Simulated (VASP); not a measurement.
Runs of VASP 6.6.1 on Ta4O. The structure is that of space group P4/mmm (No. 123), or close to it. The cells are those of the table. 

```tsv
cell	gap on the mesh (eV)	pressure (GPa)	largest force (eV/Å)
a = 3.168, b = 3.168, c = 7.206 Å, 5 atoms	none	(a)	0.17
a = 3.257, b = 3.257, c = 7.409 Å, 5 atoms	none	-12.5	0.04
a = 3.199, b = 3.199, c = 7.275 Å, 5 atoms	none	-0.4	0.09
a = 3.342, b = 3.342, c = 7.602 Å, 5 atoms	none	(b)	0.15
a = 3.314, b = 3.314, c = 7.539 Å, 5 atoms	none	-21.5	0.12
```

Alike in all rows: task single point; level LDA; potentials or basis VASP PAW LDA potentials, release 64 (Ta_pv, O); no spin polarisation; k mesh 7 × 7 × 3; cutoff (eV) 520; smearing fermi-dirac 0.1 eV.

Problem. Fill in the values left out.

Solution. (a) 7.2; (b) -25.1.

Caveats: spin-orbit coupling is left out, which moves the levels of the heavy elements; the cell stands under tension (at least some runs); the cell stands under pressure (at least some runs).

A k mesh can miss the band edges, and the runs leave out spin-orbit coupling on Ta.

A gap of «none» marks levels without a gap at the run's occupations.
